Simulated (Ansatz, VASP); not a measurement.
## BAs in VASP and in Ansatz

```xyz
2
Lattice="0.0000 2.3839 2.3839 2.3839 0.0000 2.3839 2.3839 2.3839 0.0000" Properties=species:S:1:pos:R:3 pbc="T T T"
B     0.0000    0.0000    0.0000
As    3.5759    3.5759    3.5759
```

Alike in both runs: task single point; functional PBEsol; k mesh 10 × 10 × 10; occupations gaussian, width 0.02 eV; no spin polarisation.

```csv
,VASP,Ansatz
version,VASP 6.6.1,Ansatz 0.2.0
potentials or method,"VASP PAW PBE potentials, release 64 (B, As), cutoff 520 eV","scalar-relativistic, plane waves, PAW"
valence electrons in the cell,8,18
```

Ansatz gave:

```
gap on the k mesh at the Fermi level (eV) : 1.08
least direct gap on the mesh (eV)         : 3.25
```

Question: Which values does VASP return?

Answer: gap on the k mesh at the Fermi level (eV): 1.07; least direct gap on the mesh (eV): 3.25.

VASP's potentials were made for PBE, not for PBEsol. VASP's potentials hold 8 valence electrons a cell and Ansatz's 18, so a difference there can come from the potentials and not from the codes.
